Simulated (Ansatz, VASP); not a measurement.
# Sr4SbO3: VASP beside Ansatz

```
CELL_PARAMETERS angstrom
5.25018 0.00000 0.00000
0.00000 5.25018 0.00000
0.00000 0.00000 5.25018
ATOMIC_POSITIONS crystal
Sr 0.50000 0.00000 0.00000
Sr 0.50000 0.50000 0.50000
Sr 0.00000 0.00000 0.50000
Sr 0.00000 0.50000 0.00000
Sb 0.00000 0.00000 0.00000
O 0.00000 0.50000 0.50000
O 0.50000 0.00000 0.50000
O 0.50000 0.50000 0.00000
```

Change from the starting cell: species swapped into the Mg3CuO4 type (Pm-3m, No. 221).

Alike in both runs: task single point; functional PBE; k mesh 4 × 4 × 4; occupations gaussian, width 0.1 eV; no spin polarisation.

|  | VASP | Ansatz |
| --- | --- | --- |
| version | VASP 6.6.1 | Ansatz 0.2.0 |
| potentials or method | VASP PAW PBE potentials, release 64 (Sr_sv, Sb, O), cutoff 520 eV | scalar-relativistic, plane waves, PAW |
| valence electrons in the cell | 63 | 73 |

Ansatz gave:

* gap on the k mesh at the Fermi level (eV): none
* pressure (GPa): 25.3

What did VASP give for the same quantities?

gap on the k mesh at the Fermi level (eV): none; pressure (GPa): 25.8.

A gap of «none» marks a metal or a gap that the smearing closes. The functional is the same, so the differences come from potentials, cutoffs and numerics. VASP's potentials hold 63 valence electrons a cell and Ansatz's 73, so a difference there can come from the potentials and not from the codes.

Neither program's run includes spin-orbit coupling.
